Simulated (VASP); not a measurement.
## ZnS: single point with PBEsol

The system is ZnS.

```
Zn S
1.0
     2.62421    2.62421    0.00000
    -2.62421    2.62421    0.00000
     0.00000    2.62421    2.70990
Zn S
1 1
Direct
  0.75000 0.25000 0.50000
  0.00000 0.00000 0.00000
```

This cell differs from its parent crystal: in-plane strain -0.02.

| Item | Value |
| --- | --- |
| Program | VASP 6.6.1 |
| Task | single point |
| Functional | PBEsol |
| Potentials or basis | VASP PAW PBE potentials, release 64 (Zn, S) |
| Cutoff | 500 eV |
| k mesh | 8 × 8 × 8 |
| Occupations | gaussian, width 0.01 eV |
| Spin | no spin polarisation |

```
Pressure               : 2.6 GPa
Band gap on the k mesh : 2.18 eV, direct
```

Stress tensor (GPa, compression positive):
```
3.07 0.00 0.00
0.00 3.07 0.00
0.00 0.00 1.68
```

Levels at points of the mesh, in eV from the valence-band top:
```tsv
k point	band 5	band 6	band 7	band 8	band 9	band 10	band 11	band 12	band 13	band 14
(0.00, 0.00, 0.00)	-6.10	-6.08	-0.13	0.00	0.00	2.18	6.22	6.23	6.23	11.43
(0.50, 0.00, 0.00)	-6.05	-5.89	-5.75	-1.10	-0.90	3.24	6.63	6.91	8.86	12.17
(0.50, 0.50, 0.00)	-6.00	-5.83	-4.80	-2.59	-2.52	3.01	3.80	11.31	12.01	12.28
(0.00, 0.00, 0.50)	-6.00	-5.89	-5.00	-2.38	-2.38	3.19	4.12	10.94	12.26	12.26
```

It took 24 s on 1 thread of Intel(R) Xeon(R) Platinum 8488C (Sapphire Rapids), on a shared host, peak memory 0.17 GiB.

Caveat: the cell differs from its parent crystal (in-plane strain -0.02); the PAW data sets were made with another functional, which shifts forces and pressure a little.
